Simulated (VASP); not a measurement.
Write the native input for VASP 6.6.1 that does the following.

| Property | Result |
| --- | --- |
| Task | single point |
| Functional | r2SCAN |
| Potentials or basis | VASP PAW PBE potentials, release 64 (Ba_sv, Te) |
| Cutoff | 520 eV |
| k mesh | 6 × 6 × 6 |
| Occupations | gaussian, width 0.01 eV |
| Spin | no spin polarisation |
| Dipole correction | no |
| Further INCAR settings | ALGO = Normal; EDIFF = 1e-07; NBANDS = 15 |

BaTe:

```
CELL_PARAMETERS angstrom
0.00000 3.53239 3.53239
3.41017 0.00000 3.53239
3.41017 3.53239 0.00000
ATOMIC_POSITIONS crystal
Ba 0.00000 0.00000 0.00000
Te 0.50000 0.50000 0.50000
```

This cell differs from its parent crystal: uniaxial x strain -3.5%.

One way to write it, as run:

POSCAR

```
BaTe
1.0
    0.0000000000      3.5323868345      3.5323868345
    3.4101662500      0.0000000000      3.5323868345
    3.4101662500      3.5323868345      0.0000000000
Ba Te
1 1
Direct
    0.0000000000      0.0000000000      0.0000000000
    0.5000000000      0.5000000000      0.5000000000
```

INCAR.step1

```
PREC     = Accurate       # precision mode
ENCUT    = 520            # plane-wave cutoff, eV
ISMEAR   = 0              # smearing method
SIGMA    = 0.01           # smearing width, eV
LREAL    = F              # projectors in reciprocal space
LASPH    = T              # aspherical terms in the spheres
NELM     = 80             # most SCF steps
NBANDS   = 15             # bands
GGA      = PE             # functional
ALGO     = Normal         # electronic algorithm
EDIFF    = 1E-4           # SCF threshold, eV
LWAVE    = T              # write WAVECAR
LCHARG   = F              # write CHGCAR
```

INCAR.step2

```
PREC     = Accurate       # precision mode
ENCUT    = 520            # plane-wave cutoff, eV
EDIFF    = 1E-7           # SCF threshold, eV
ISMEAR   = 0              # smearing method
SIGMA    = 0.01           # smearing width, eV
LREAL    = F              # projectors in reciprocal space
LASPH    = T              # aspherical terms in the spheres
NELM     = 80             # most SCF steps
ALGO     = Normal         # electronic algorithm
ISIF     = 2              # what is computed and relaxed
LWAVE    = F              # write WAVECAR
LCHARG   = F              # write CHGCAR
METAGGA  = R2SCAN         # meta-GGA
LMIXTAU  = T            
NBANDS   = 15             # bands
ISTART   = 1
```

KPOINTS

```
Automatic mesh
0
Gamma
  6 6 6
```

Potentials or basis: VASP PAW PBE potentials, release 64 (Ba_sv, Te).

Command:

```console
$ cat potpaw_PBE.64/Ba_sv/POTCAR potpaw_PBE.64/Te/POTCAR > POTCAR
$ cp INCAR.step1 INCAR
$ mpirun -np 1 vasp_std > vasp.out
$ cp INCAR.step2 INCAR
$ mpirun -np 1 vasp_std > vasp.out
```

Results of the run:

The pressure is 1.6 GPa and the band gap on the k mesh is 1.77 eV, indirect (least direct gap 2.17 eV).

Caveat: the cell differs from its parent crystal (uniaxial x strain -3.5%); the PAW data sets were made with another functional, which shifts forces and pressure a little; spin-orbit coupling is left out, which moves the levels of the heavy elements.

It took 2.9 min on 1 thread of Intel(R) Xeon(R) Platinum 8259CL CPU @ 2.50GHz (Skylake/Cascade Lake), on a shared host, peak memory 0.27 GiB.
